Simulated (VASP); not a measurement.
**GaN: single point with r2SCAN**

The system is GaN.

```
Ga N
1.0
     0.00000    2.00933    2.41120
     2.00933    0.00000    2.41120
     2.00933    2.00933    0.00000
Ga N
1 1
Direct
  0.00000 0.00000 0.00000
  0.50000 0.50000 0.50000
```

This cell differs from its parent crystal: ratio of the length along z to the lengths across it x 1.2, volume and fractional coordinates fixed.

| Item | Value |
| --- | --- |
| Program | VASP 6.6.1 |
| Task | single point |
| Functional | r2SCAN |
| Potentials or basis | VASP PAW PBE potentials, release 64 (Ga_d, N) |
| Cutoff | 520 eV |
| k mesh | 12 × 12 × 12 |
| Occupations | gaussian, width 0.05 eV |
| Spin | no spin polarisation |
| Dipole correction | no |
| Further INCAR settings | ALGO = Normal; EDIFF = 1e-06; NBANDS = 16 |

```
Pressure               : 4.1 GPa
Band gap on the k mesh : 0.42 eV (least direct gap 2.63 eV)
```

Stress tensor (GPa, compression positive):
```
 12.85   0.00   0.00
  0.00  12.85   0.00
  0.00   0.00 -13.29
```

Levels at points of the mesh, in eV from the valence-band top:
| k point | band 5 | band 6 | band 7 | band 8 | band 9 | band 10 | band 11 | band 12 | band 13 | band 14 |
| --- | --- | --- | --- | --- | --- | --- | --- | --- | --- | --- |
| (0.00, 0.00, 0.00) | -14.71 | -14.57 | -1.36 | -1.36 | -0.33 | 2.30 | 12.26 | 14.28 | 15.84 | 15.84 |
| (0.50, 0.00, 0.00) | -14.59 | -14.50 | -8.59 | -1.10 | -0.03 | 4.12 | 9.03 | 9.85 | 11.28 | 16.87 |
| (0.50, 0.50, 0.00) | -14.53 | -13.00 | -7.54 | -2.74 | -2.74 | 2.29 | 9.65 | 10.79 | 16.47 | 16.47 |
| (0.50, 0.00, 0.50) | -14.33 | -11.24 | -7.31 | -4.93 | -2.42 | 0.42 | 7.75 | 11.77 | 13.03 | 17.15 |

It took 3.2 min on 1 thread of Intel Xeon 8259CL, with other jobs on the host, peak memory 0.18 GiB.

Caveat: the stress differs along the axes, from -13 to 13 GPa; semilocal functionals underestimate gaps, and a narrow one can read as zero; the PAW data sets were made with another functional, which shifts forces and pressure a little. A k mesh can miss the band edges.
